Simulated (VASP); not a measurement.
Ir: single point with PBEsol

Crystal: Ir.

```xyz
1
Lattice="0.0000 1.9154 1.9154 1.9154 0.0000 1.9154 1.9154 1.9154 0.0000" Properties=species:S:1:pos:R:3 pbc="T T T"
Ir    0.0000    0.0000    0.0000
```

```yaml
Program: VASP 6.6.1
Task: single point
Functional: PBEsol
Potentials_or_basis: VASP PAW PBE potentials, release 64 (Ir)
Cutoff: 520 eV
k_mesh: 19 × 19 × 19
Occupations: fermi-dirac, width 0.05 eV
Spin: no spin polarisation
```

* Pressure: 1.0 GPa

Levels at points of the mesh, in eV from the Fermi level:
```csv
k point,band 2,band 3,band 4,band 5,band 6,band 7
"(0.00, 0.00, 0.00)",-3.92,-3.92,-3.92,-1.18,-1.18,14.32
```

It took 37 s on 1 thread of Intel(R) Xeon(R) Platinum 8375C CPU @ 2.90GHz (Ice Lake) (shared host), peak memory 0.15 GiB.

Caveat: the PAW data sets were made with another functional, which shifts forces and pressure a little; spin-orbit coupling is left out, which moves the levels of the heavy elements.
